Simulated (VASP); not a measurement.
A run of VASP 6.6.1 is set up as follows.

INCAR

```
SYSTEM = TaN
PREC     = Accurate       ! precision mode
ENCUT    = 520            ! plane-wave cutoff, eV
EDIFF    = 1E-6           ! SCF threshold, eV
ISMEAR   = -1             ! smearing method
SIGMA    = 0.01           ! smearing width, eV
LREAL    = .False.        ! projectors in reciprocal space
LASPH    = .True.         ! aspherical terms in the spheres
NELM     = 100            ! most SCF steps
ALGO     = Normal         ! electronic algorithm
ISIF     = 2              ! what is computed and relaxed
LWAVE    = .False.        ! write WAVECAR
LCHARG   = .False.        ! write CHGCAR
GGA      = PS             ! functional
NBANDS   = 33             ! bands
```

Contents of KPOINTS:

```
regular mesh
0
Gamma
  6 6 9
  0 0 0
```

Contents of POSCAR:

```
TaN
1.0
    5.0401208409      0.0000000000      0.0000000000
   -2.5200604204      4.3648726863      0.0000000000
    0.0000000000      0.0000000000      2.9110000000
Ta N
3 3
Direct
    0.3333333333      0.6666666667      0.5000000000
    0.6666666667      0.3333333333      0.5000000000
    0.0000000000      0.0000000000      0.0000000000
    0.3928500000      0.0000000000      0.0000000000
    0.6071500000      0.6071500000      0.0000000000
    0.0000000000      0.3928500000      0.0000000000
```

Potentials or basis: VASP PAW PBE potentials, release 64 (Ta_pv, N).

Command:

```console
$ cat potpaw_PBE.64/Ta_pv/POTCAR potpaw_PBE.64/N/POTCAR > POTCAR
$ mpirun -np 1 vasp_std > vasp.out
```

Task: Estimate the largest force.

Result: 0.576 eV/Å.

Task: Estimate the band gap on the k mesh.

Result: Zero (bands 24 and 25 overlap by 2.65 eV).

Task: What does it give for the pressure?

Result: 19.4 GPa.

Stress tensor (GPa, compression positive):
```
24.92  0.00  0.00
 0.00 24.92  0.00
 0.00  0.00  8.22
```

Caveat: the cell differs from its parent crystal (equal xx and yy strain of -3 %); the stress differs along the axes, from 8 to 25 GPa; the PAW data sets were made with another functional, which shifts forces and pressure a little; spin-orbit coupling is left out, which moves the levels of the heavy elements.
